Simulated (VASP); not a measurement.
# NaCl in VASP: a series of runs

NaCl is run at these levels: PBEsol; tasks: single point.

Everything below comes from runs of VASP 6.6.1. Logs are shortened: lines on timing, memory, paths and dates and some standing lists are left out, and cuts for length are marked.

**1. The cell of the first run**

The structure is tetragonal, space group P4/mmm (No. 123). Conventional cell: a = 3.782 Å, b = 3.782 Å, c = 3.642 Å, α = 90.00°, β = 90.00°, γ = 90.00°. Na (site symmetry 4/mmm) has 8 Cl at 3.24 Å and 6 Na at 3.64 to 3.78 Å within 4.3 Å. Cl (site symmetry 4/mmm) has 8 Na at 3.24 Å and 6 Cl at 3.64 to 3.78 Å within 4.3 Å.

**2. Single point, PBEsol (strain +0.080 along x and y, +0.040 along z)**

Input file INCAR:

```
  PREC = Accurate
  ENCUT = 520
  EDIFF = 1E-6
  ISMEAR = 0
  SIGMA = 0.05
  LREAL = False
  LASPH = True
  NELM = 60
  ALGO = Normal
  ISIF = 2
  LWAVE = False
  LCHARG = False
  GGA = PS
  NBANDS = 14
```

Input file KPOINTS:

```
Automatic mesh
0
Gamma
  6 6 6
```

Input file POSCAR:

```
NaCl
1.0
    3.7823652000      0.0000000000      0.0000000000
    0.0000000000      3.7823652000      0.0000000000
    0.0000000000      0.0000000000      3.6422776000
Na Cl
1 1
Direct
    0.0000000000      0.0000000000      0.0000000000
    0.5000000000      0.5000000000      0.5000000000
```

Potentials or basis: VASP PAW PBE potentials, release 64 (Na_pv, Cl).

Command:

```sh
$ cat potpaw_PBE.64/Na_pv/POTCAR potpaw_PBE.64/Cl/POTCAR > POTCAR
$ mpirun -np 1 vasp_std > vasp.out
```

OUTCAR:

```text
PREC = Accurate
   ENCUT = 520
   EDIFF = 1E-6
   ISMEAR = 0
   LREAL = False
   LASPH = True
   NELM = 60
   ISIF = 2
   GGA = PS

 ion  position               nearest neighbor table
   1  0.000  0.000  0.000-
   2  0.500  0.500  0.500-

  LATTYP: Found a simple tetragonal cell.
 ALAT       =     3.7823652000
 C/A-ratio  =     0.9629629630

  Lattice vectors:

 A1 = (   3.7823652000,   0.0000000000,   0.0000000000)
 A2 = (   0.0000000000,   3.7823652000,   0.0000000000)
 A3 = (   0.0000000000,   0.0000000000,   3.6422776000)

Analysis of symmetry for initial positions (statically):
=====================================================================
 Subroutine PRICEL returns:
 Original cell was already a primitive cell.

 Routine SETGRP: Setting up the symmetry group for a
 simple tetragonal supercell.

 Subroutine GETGRP returns: Found 16 space group operations
 (whereof 16 operations were pure point group operations)
 out of a pool of 16 trial point group operations.

The static configuration has the point symmetry D_4h.

Analysis of symmetry for dynamics (positions and initial velocities):
=====================================================================
 Subroutine PRICEL returns:
 Original cell was already a primitive cell.

 Routine SETGRP: Setting up the symmetry group for a
 simple tetragonal supercell.

 Subroutine GETGRP returns: Found 16 space group operations
 (whereof 16 operations were pure point group operations)
 out of a pool of 16 trial point group operations.

The dynamic configuration has the point symmetry D_4h.

 Subroutine INISYM returns: Found 16 space group operations
 (whereof 16 operations are pure point group operations),
 and found     1 'primitive' translations

----------------------------------------------------------------------------------------

                                     Primitive cell

  volume of cell :      52.1075

  direct lattice vectors                    reciprocal lattice vectors
     3.782365200  0.000000000  0.000000000     0.264384835  0.000000000  0.000000000
     0.000000000  3.782365200  0.000000000     0.000000000  0.264384835  0.000000000
     0.000000000  0.000000000  3.642277600     0.000000000  0.000000000  0.274553483

  length of vectors
     3.782365200  3.782365200  3.642277600     0.264384835  0.264384835  0.274553483

  position of ions in fractional coordinates (direct lattice)
     0.000000000  0.000000000  0.000000000
     0.500000000  0.500000000  0.500000000

  ion indices of the primitive-cell ions
   primitive index   ion index
                 1           1
                 2           2

----------------------------------------------------------------------------------------

 KPOINTS: Automatic mesh

Automatic generation of k-mesh.
 Grid dimensions read from file:
 generate k-points for:    6    6    6

 Generating k-lattice:

  Cartesian coordinates                     Fractional coordinates (reciprocal lattice)
     0.044064139  0.000000000  0.000000000     0.166666667  0.000000000  0.000000000
     0.000000000  0.044064139  0.000000000     0.000000000  0.166666667  0.000000000
     0.000000000  0.000000000  0.045758914     0.000000000  0.000000000  0.166666667

  Length of vectors
     0.044064139  0.044064139  0.045758914

  Shift w.r.t. Gamma in fractional coordinates (k-lattice)
     0.000000000  0.000000000  0.000000000

 Subroutine IBZKPT returns following result:
 ===========================================

 Found     40 irreducible k-points:

 Following reciprocal coordinates:
            Coordinates               Weight
  0.000000  0.000000  0.000000      1.000000
  0.166667  0.000000  0.000000      4.000000
  0.333333  0.000000  0.000000      4.000000
  0.500000  0.000000  0.000000      2.000000
  0.166667  0.166667  0.000000      4.000000
  0.333333  0.166667  0.000000      8.000000
[... 16 lines left out ...]
  0.333333  0.000000  0.333333      8.000000
  0.500000  0.000000  0.333333      4.000000
 [... further k-points ...]
   k-points           NKPTS =     40   k-points in BZ     NKDIM =     40   number of bands    NBANDS=     14
   number of dos      NEDOS =    301   number of ions     NIONS =      2
   total plane-waves  NPLWV =  21952
   dimension x,y,z NGX =    28 NGY =   28 NGZ =   28
   dimension x,y,z NGXF=    56 NGYF=   56 NGZF=   56
   ions per type =               1   1
   NGX,Y,Z   is equivalent  to a cutoff of  12.31, 12.31, 12.78 a.u.
   NGXF,Y,Z  is equivalent  to a cutoff of  24.61, 24.61, 25.56 a.u.
 SYSTEM =  unknown system
   PREC   = accura    normal or accurate (medium, high low for compatibility)
   ISTART =      0    job   : 0-new  1-cont  2-samecut
   ICHARG =      2    charge: 1-file 2-atom 10-const
   ISPIN  =      1    spin polarized calculation?
   LNONCOLLINEAR =      F non collinear calculations
   LSORBIT =      F    spin-orbit coupling
   LASPH  =      T    aspherical Exc in radial PAW
   ENCUT  =  520.0 eV  38.22 Ry    6.18 a.u.   7.03  7.03  6.77*2*pi/ulx,y,z
   NELM   =     60;   NELMIN=  2; NELMDL= -5     # of ELM steps
   EDIFF  = 0.1E-05   stopping-criterion for ELM
   LREAL  =      F    real-space projection
   EDIFFG = 0.1E-04   stopping-criterion for IOM
   NSW    =      0    number of steps for IOM
   IBRION =     -1    ionic relax: 0-MD 1-quasi-New 2-CG
   NFREE  =      0    steps in history (QN), initial steepest desc. (CG)
   ISIF   =      2    stress and relaxation
   ISYM   =      2    0-nonsym 1-usesym 2-fastsym
   POTIM  = 0.5000    time-step for ionic-motion
   TEBEG  =    0.0;   TEEND  =   0.0 temperature during run
   PSTRESS=    0.0 pullay stress
   NELECT =      14.0000    total number of electrons
   NUPDOWN=      -1.0000    fix difference up-down
   EMIN   =  10.00;   EMAX   =-10.00  energy-range for DOS
   EFERMI =   0.00;   METHOD = LEGACY
   ISMEAR =     0;   SIGMA  =   0.05  broadening in eV -4-tet -1-fermi 0-gaus
   EFERMI_NEDOS =   21; number of points for ismear=-14 and -15
   IALGO  =     38    algorithm
   IMIX   =      4    mixing-type and parameters
     AMIX     =   0.40;   BMIX     =  1.00
     AMIX_MAG =   1.60;   BMIX_MAG =  1.00
  volume/ion in A,a.u.               =      26.05       175.82
  Fermi-wavevector in a.u.,A,eV,Ry     =   1.056374  1.996257 15.183083  1.115925
  Thomas-Fermi vector in A             =   2.191607
   LORBIT       =      0    0 simple, 1 ext, 2 COOP (PROOUT), +10 PAW based schemes
   GGA     = PS    functional components
   LHFCALC =     F    Hartree Fock is set to
   AEXX    =    0.0000 exact exchange contribution
   IVDW    =     0    specifies the selected vdW correction
   LEPSILON=     F    determine dielectric tensor
   LRPA    =     F    only Hartree local field effects (RPA)
 non-spin polarized calculation
 Gauss-broadening in eV      SIGMA  =   0.05
  energy-cutoff  :      520.00
  volume of cell :       52.11
 maximum number of plane-waves:      1422
   NGX = 15   NGY = 15   NGZ = 13

 number of electron      13.9999989 magnetization

 Free energy of the ion-electron system (eV)
  ---------------------------------------------------
  ext. energy  EPLUGINS =         0.00000000
  ---------------------------------------------------
  free energy    TOTEN  =        -6.55198885 eV

  energy without entropy =       -6.55198885  energy(sigma->0) =       -6.55198885

 E-fermi :  -0.3435     XC(G=0):  -7.7589

 val. band max:       -0.6633554341   @ k =   0.5000   0.5000   0.0000
 cond. band min:       2.5214911921   @ k =   0.0000   0.0000   0.0000
 fundamental gap:      3.1848466262
 Fermi energy:        -0.3434758886

 k-point     1 :       0.0000    0.0000    0.0000
  band No.  band energies     occupation
      1     -22.9751      2.00000
      2     -22.9665      2.00000
      3     -22.9665      2.00000
      4     -13.5921      2.00000
      5      -1.2302      2.00000
      6      -1.2302      2.00000
      7      -0.9780      2.00000
      8       2.5215      0.00000
      9       7.5703      0.00000
     10       7.9092      0.00000
     11      12.9067      0.00000
     12      12.9067      0.00000
     13      13.5024      0.00000
     14      14.0742      0.00000

 k-point     2 :       0.1667    0.0000    0.0000
  band No.  band energies     occupation
      1     -22.9748      2.00000
      2     -22.9708      2.00000
      3     -22.9662      2.00000
      4     -13.5451      2.00000
      5      -1.8082      2.00000
      6      -1.1892      2.00000
      7      -0.9403      2.00000
      8       3.1642      0.00000
      9       7.7902      0.00000
     10       8.1345      0.00000
     11      11.7921      0.00000
     12      12.4448      0.00000
     13      12.5948      0.00000
     14      14.7831      0.00000

 k-point     3 :       0.3333    0.0000    0.0000
  band No.  band energies     occupation
      1     -22.9792      2.00000
      2     -22.9741      2.00000
      3     -22.9654      2.00000
      4     -13.4479      2.00000
      5      -2.6710      2.00000
      6      -1.1045      2.00000
      7      -0.8627      2.00000
      8       4.3955      0.00000
      9       7.3689      0.00000
     10       8.8552      0.00000
     11      10.6227      0.00000
     12      11.3104      0.00000
     13      12.6537      0.00000
     14      13.6742      0.00000
[... 324 lines left out ...]
 k-point    23 :       0.3333    0.0000    0.3333
  band No.  band energies     occupation
      1     -22.9914      2.00000
      2     -22.9766      2.00000
      3     -22.9638      2.00000
      4     -13.2878      2.00000
      5      -2.3760      2.00000
      6      -2.1899      2.00000
      7      -0.9421      2.00000
      8       5.2587      0.00000
      9       7.0044      0.00000
     10       8.8120      0.00000
     11      10.3982      0.00000
     12      11.1277      0.00000
     13      11.7330      0.00000
     14      13.6850      0.00000

 k-point    24 :       0.5000    0.0000    0.3333
  band No.  band energies     occupation
      1     -22.9907      2.00000
      2     -22.9805      2.00000
      3     -22.9635      2.00000
      4     -13.2460      2.00000
      5      -2.6003      2.00000
      6      -2.1674      2.00000
      7      -0.8979      2.00000
      8       5.1696      0.00000
      9       7.2472      0.00000
     10       8.7277      0.00000
     11      10.0694      0.00000
     12      10.8715      0.00000
     13      11.7556      0.00000
     14      15.1596      0.00000

 [... further k-points ...]
[... 5 lines left out ...]
  --------------------------------------------------------------------------------------
  -------------------------------------------------------------------------------------
  Total       -1.4880749     -1.4880749     -0.8424387      0.0000000     -0.0000000     -0.0000000
  in kB      -45.7546697    -45.7546697    -25.9029312      0.0000000     -0.0000000     -0.0000000
  external PRESSURE =     -39.1374235 kB  Pullay stress =       0.0000000 kB

 VOLUME and BASIS-vectors are now :
 -----------------------------------------------------------------------------
  energy-cutoff  :      520.00
  volume of cell :       52.11
      direct lattice vectors                 reciprocal lattice vectors
     3.782365200  0.000000000  0.000000000     0.264384835  0.000000000  0.000000000
     0.000000000  3.782365200  0.000000000     0.000000000  0.264384835  0.000000000
     0.000000000  0.000000000  3.642277600     0.000000000  0.000000000  0.274553483

 POSITION                                       TOTAL-FORCE (eV/Angst)
 -----------------------------------------------------------------------------------
      0.00000      0.00000      0.00000         0.000000      0.000000      0.000000
      1.89118      1.89118      1.82114         0.000000      0.000000      0.000000
 -----------------------------------------------------------------------------------
    total drift:                               -0.000000      0.000000      0.000000

  FREE ENERGIE OF THE ION-ELECTRON SYSTEM (eV)
  ---------------------------------------------------
  free  energy   TOTEN  =        -6.5519888511 eV

  energy  without entropy=       -6.5519888511  energy(sigma->0) =       -6.55198885
```

It took 22 s on 1 thread of Intel Xeon Platinum 8259CL at 2.50GHz (Skylake/Cascade Lake), shared host; peak memory 0.16 GiB.

What came out:

- Free energy: -6.5520 eV
- Pressure: -3.9 GPa
- Band gap on the k mesh: 3.18 eV (least direct gap 3.50 eV)

Levels at points of the mesh, in eV from the valence-band top:
```
           k point  band 5  band 6  band 7  band 8  band 9  band 10
(0.00, 0.00, 0.00)   -0.57   -0.57   -0.31    3.18    8.23     8.57
(0.50, 0.00, 0.00)   -2.36   -0.40   -0.16    6.09    7.09    10.27
(0.50, 0.50, 0.00)   -1.85   -1.85    0.00    5.11    9.35     9.57
(0.00, 0.00, 0.50)   -2.35   -0.35   -0.35    6.00    7.32    10.20
(0.50, 0.00, 0.50)   -1.86   -1.77   -0.18    5.33    9.07     9.38
(0.50, 0.50, 0.50)   -1.55   -1.46   -1.46    6.75    6.81     6.81
```

Caveat: the cell differs from its parent crystal (strain +0.080 along x and y, +0.040 along z); the cell stands under tension; the PAW data sets were made with another functional, which shifts forces and pressure a little. A k mesh can miss the band edges.

**3. Single point, PBEsol (strain -0.080 along x and y, -0.080 along z)**

Input file INCAR:

```
PREC = Accurate
ENCUT = 520
EDIFF = 1E-6
ISMEAR = 0
SIGMA = 0.05
LREAL = F
LASPH = T
NELM = 80
ALGO = Normal
ISIF = 2
LWAVE = F
LCHARG = T
GGA = PS
LELF = T
LVHAR = T
NBANDS = 14
```

Input file KPOINTS:

```
regular mesh
0
Gamma
  6 6 6
```

Input file POSCAR:

```
NaCl
1.0
    3.2220148000      0.0000000000      0.0000000000
    0.0000000000      3.2220148000      0.0000000000
    0.0000000000      0.0000000000      3.2220148000
Na Cl
1 1
Direct
    0.0000000000      0.0000000000      0.0000000000
    0.5000000000      0.5000000000      0.5000000000
```

Potentials or basis: VASP PAW PBE potentials, release 64 (Na_pv, Cl).

Command:

```sh
$ cat potpaw_PBE.64/Na_pv/POTCAR potpaw_PBE.64/Cl/POTCAR > POTCAR
$ mpirun -np 1 vasp_std > vasp.out
```

Wall time 8.4 s (1 thread of Intel Xeon 8259CL, shared host); peak memory 0.13 GiB.

It converged, with:

* Free energy: -6.5453 eV
* Pressure: 9.4 GPa
* Band gap on the k mesh: 4.82 eV (least direct gap 5.20 eV)

Levels at points of the mesh, in eV from the valence-band top:
```
           k point  band 4  band 5  band 6  band 7  band 8  band 9  band 10  band 11
(0.00, 0.00, 0.00)  -14.46   -0.75   -0.75   -0.75    4.82    7.96     7.96    16.77
(0.50, 0.00, 0.00)  -13.75   -4.32   -0.41   -0.41    7.58   10.15    10.32    12.28
(0.50, 0.50, 0.00)  -13.29   -3.34   -3.34    0.00    5.20   10.19    12.60    12.60
(0.50, 0.50, 0.50)  -12.77   -2.81   -2.81   -2.81    6.83    6.83     6.83    13.67
```

Caveat: the cell differs from its parent crystal (strain -0.080 along x and y, -0.080 along z); the cell stands under pressure; the PAW data sets were made with another functional, which shifts forces and pressure a little. A k mesh can miss the band edges.
